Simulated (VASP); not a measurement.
# Cu (Fmmm) in VASP: further runs, part 2 of 2

VASP 6.6.1.

**4. Single point, PBE (strain +0.1125 x Voigt [1, -1, 0, 0, 0, 0])**

Contents of INCAR:

```
PREC = Accurate
ENCUT = 520
EDIFF = 1E-6
ISMEAR = 0
SIGMA = 0.15
LREAL = F
LASPH = T
NELM = 80
ALGO = Fast
ISIF = 2
LWAVE = F
LCHARG = F
GGA = PE
NBANDS = 12
```

Contents of KPOINTS:

```
Automatic mesh
0
Gamma
  22 22 22
```

Contents of POSCAR:

```
Cu
1.0
    0.0000000000      1.6041562500      1.8075000000
    2.0108437500      0.0000000000      1.8075000000
    2.0108437500      1.6041562500      0.0000000000
Cu
1
Direct
    0.0000000000      0.0000000000      0.0000000000
```

Potentials or basis: VASP PAW PBE potentials, release 64 (Cu).

Command:

```console
$ cat potpaw_PBE.64/Cu/POTCAR > POTCAR
$ mpirun -np 1 vasp_std > vasp.out
```

OUTCAR:

```text
PREC = Accurate
   ENCUT = 520
   EDIFF = 1E-6
   ISMEAR = 0
   LREAL = F
   LASPH = T
   NELM = 80
   ISIF = 2
   GGA = PE

 ion  position               nearest neighbor table
   1  0.000  0.000  0.000-

  LATTYP: Found a face centered orthorhombic cell.
 ALAT       =     3.2083125000
 B/A-ratio  =     1.1267605634
 C/A-ratio  =     1.2535211268

  Lattice vectors:

 A1 = (  -2.0108437500,   0.0000000000,  -1.8075000000)
 A2 = (  -2.0108437500,   1.6041562500,   0.0000000000)
[... 532 lines left out ...]
      3       5.1275      2.00000
      4       5.7431      2.00000
      5       6.0993      2.00000
      6       7.0203      2.00000
      7      12.0296      0.00000
      8      25.1451      0.00000
      9      28.1867      0.00000
     10      30.4714      0.00000
     11      35.6189      0.00000
     12      35.7742      0.00000

 [... further k-points ...]
[... 5 lines left out ...]
  --------------------------------------------------------------------------------------
  -------------------------------------------------------------------------------------
  Total       -0.2298375      0.6813515      0.8443925      0.0000000      0.0000000      0.0000000
  in kB      -31.5789875     93.6156583    116.0170047      0.0000000      0.0000000      0.0000000
  external PRESSURE =      59.3512252 kB  Pullay stress =       0.0000000 kB

 VOLUME and BASIS-vectors are now :
 -----------------------------------------------------------------------------
  energy-cutoff  :      520.00
  volume of cell :       11.66
      direct lattice vectors                 reciprocal lattice vectors
     0.000000000  1.604156250  1.807500000    -0.248651841  0.311690336  0.276625173
     2.010843750  0.000000000  1.807500000     0.248651841 -0.311690336  0.276625173
     2.010843750  1.604156250  0.000000000     0.248651841  0.311690336 -0.276625173

 POSITION                                       TOTAL-FORCE (eV/Angst)
 -----------------------------------------------------------------------------------
      0.00000      0.00000      0.00000        -0.000000      0.000000      0.000000
 -----------------------------------------------------------------------------------
    total drift:                               -0.000000     -0.000000     -0.000000

  FREE ENERGIE OF THE ION-ELECTRON SYSTEM (eV)
  ---------------------------------------------------
  free  energy   TOTEN  =        -3.6737078260 eV

  energy  without entropy=       -3.6704774313  energy(sigma->0) =       -3.67209263
```

stdout:

```text
POSCAR found type information on POSCAR Cu
 POSCAR found :  1 types and       1 ions
 scaLAPACK will be used
 LDA part: xc-table for (Slater+PW92), standard interpolation
 POSCAR, INCAR and KPOINTS ok, starting setup
 FFT: planning ... GRIDC
 FFT: planning ... GRID_SOFT
 FFT: planning ... GRID
 WAVECAR not read
 entering main loop
WARNING in EDDRMM: call to ZHEGV failed, returncode =   6  3      7
WARNING in EDDRMM: call to ZHEGV failed, returncode =   6  3      9
WARNING in EDDRMM: call to ZHEGV failed, returncode =   6  3     10
WARNING in EDDRMM: call to ZHEGV failed, returncode =   6  3      9
WARNING in EDDRMM: call to ZHEGV failed, returncode =   6  3      9
WARNING in EDDRMM: call to ZHEGV failed, returncode =   6  3     11
WARNING in EDDRMM: call to ZHEGV failed, returncode =   6  3      9
WARNING in EDDRMM: call to ZHEGV failed, returncode =   6  3     10
WARNING in EDDRMM: call to ZHEGV failed, returncode =   6  3     10
WARNING in EDDRMM: call to ZHEGV failed, returncode =   6  3      9
WARNING in EDDRMM: call to ZHEGV failed, returncode =   6  3     11
```

It took 5.8 min on 1 thread of AMD EPYC 7R13, shared host; peak memory 0.28 GiB.

What came out:

* Free energy: -3.6737 eV
* Pressure: 5.9 GPa

Levels at points of the mesh, in eV from the Fermi level:
| k point | band 3 | band 4 | band 5 | band 6 | band 7 | band 8 |
| --- | --- | --- | --- | --- | --- | --- |
| (0.00, 0.00, 0.00) | -2.91 | -2.79 | -2.50 | -1.88 | 23.45 | 25.02 |
| (0.50, 0.00, 0.00) | -2.60 | -1.84 | -1.49 | -0.91 | 4.01 | 17.46 |
| (0.50, 0.50, 0.00) | -1.92 | -1.86 | -1.19 | 1.41 | 7.10 | 13.70 |
| (0.50, 0.00, 0.50) | -1.73 | -1.67 | -1.26 | 4.40 | 10.48 | 10.51 |
| (0.00, 0.50, 0.50) | -1.67 | -1.67 | -1.46 | -0.55 | 4.51 | 16.14 |

Caveat: the cell differs from its parent crystal (strain +0.1125 x Voigt [1, -1, 0, 0, 0, 0]).

**5. The runs side by side**

| cell | further INCAR settings | gap on the mesh (eV) | pressure (GPa) |
| --- | --- | --- | --- |
| a = 2.755, b = 2.372, c = 2.585 Å, angles 67.4, 52.6, 60.0°, 1 atom | ALGO = Fast; EDIFF = 1e-06; NBANDS = 12 | none | 8.9 |
| a = 2.394, b = 2.729, c = 2.578 Å, angles 53.5, 66.5, 60.0°, 1 atom | ALGO = Fast; EDIFF = 1e-07; NBANDS = 12 | none | 7.4 |
| a = 2.417, b = 2.704, c = 2.572 Å, angles 54.5, 65.5, 60.0°, 1 atom | ALGO = Fast; EDIFF = 1e-06; NBANDS = 12 | none | 5.9 |

Alike in all rows: task single point; level PBE; potentials or basis VASP PAW PBE potentials, release 64 (Cu); no spin polarisation; k mesh 22 × 22 × 22; cutoff (eV) 520; smearing gaussian 0.15 eV.

Total energies depend on the potentials used, so only differences within one code and one set of settings carry meaning.
